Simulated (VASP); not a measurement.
Here is a VASP 6.6.1 calculation.

File POSCAR:

```
TiSi
1.0
    6.3065969572      0.0000000000      0.0000000000
    0.0000000000      3.5264123009      0.0000000000
    0.0000000000      0.0000000000      4.9881882448
Ti Si
4 4
Direct
    0.6759929500      0.2500000000      0.3713850054
    0.3240070500      0.7500000000      0.6286149946
    0.8240070500      0.7500000000      0.8713850054
    0.1759929500      0.2500000000      0.1286149946
    0.5438874468      0.2500000000      0.8553463000
    0.4561125532      0.7500000000      0.1446537000
    0.9561125532      0.7500000000      0.3553463000
    0.0438874468      0.2500000000      0.6446537000
```

Contents of INCAR.step1:

```
PREC = Accurate
ENCUT = 520
ISMEAR = 0
SIGMA = 0.15
LREAL = False
LASPH = True
NELM = 100
NBANDS = 42
GGA = PE
ALGO = Normal
EDIFF = 1E-4
LWAVE = True
LCHARG = False
```

The input INCAR.step2:

```
PREC = Accurate
ENCUT = 520
EDIFF = 1E-6
ISMEAR = 0
SIGMA = 0.15
LREAL = False
LASPH = True
NELM = 100
ALGO = Normal
ISIF = 2
LWAVE = False
LCHARG = True
METAGGA = R2SCAN
LMIXTAU = True
LELF = True
LVHAR = True
NBANDS = 42
ISTART = 1
```

The input KPOINTS:

```
Automatic mesh
0
Gamma
  6 12 8
```

Potentials or basis: VASP PAW PBE potentials, release 64 (Ti_sv, Si).

Run with:

```bash
$ cat potpaw_PBE.64/Ti_sv/POTCAR potpaw_PBE.64/Si/POTCAR > POTCAR
$ cp INCAR.step1 INCAR
$ mpirun -np 1 vasp_std > vasp.out
$ cp INCAR.step2 INCAR
$ mpirun -np 1 vasp_std > vasp.out
```

(1) Estimate the pressure.

(2) What does it give for the band gap on the k mesh?

Answers

(1) 11.1 GPa.

(2) zero (band 32 reaches 10.79 eV, above the bottom of band 33 at 10.44 eV).

Caveat: the cell differs from its parent crystal (strain -0.030 along x and y, +0.000 along z); the PAW data sets were made with another functional, which shifts forces and pressure a little.
